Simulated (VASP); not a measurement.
Crystal: Hf.

```
Hf
1.0
    -1.80500    1.80500    1.80500
     1.80500   -1.80500    1.80500
     1.80500    1.80500   -1.80500
Hf
1
Direct
  0.00000 0.00000 0.00000
```

```yaml
Program: VASP 6.6.1
Task: relaxation of cell and atoms
Functional: revPBE
Potentials_or_basis: VASP PAW PBE potentials, release 64 (Hf_pv)
Cutoff: 600 eV
k_mesh: 10 × 10 × 10
Occupations: fermi-dirac, width 0.05 eV
Spin: no spin polarisation
```

At the start: pressure -3.3 GPa; volume 23.52 Å³/atom.

Problem. How do energy, volume and symmetry change on relaxing?

Solution. Over 3 steps the energy falls by 8.8 meV/atom and the volume is 22.70 Å³/atom (-3.5 %); space group Im-3m (No. 229, to 0.05 Å).

Step by step:
| step | energy change (eV) | largest force (eV/Å) | pressure (GPa) | volume (Å³) |
| --- | --- | --- | --- | --- |
| 1 | 0.0000 | 0.0000 | -3.32 | 23.52 |
| 2 | 0.0004 | 0.0000 | 3.77 | 21.90 |
| 3 | -0.0088 | 0.0000 | -0.02 | 22.70 |

Final structure:
```xyz
1
Lattice="-1.7838 1.7838 1.7838 1.7838 -1.7838 1.7838 1.7838 1.7838 -1.7838" Properties=species:S:1:pos:R:3 pbc="T T T"
Hf    0.0000    0.0000    0.0000
```

Caveat: the PAW data sets were made with another functional, which shifts forces and pressure a little.
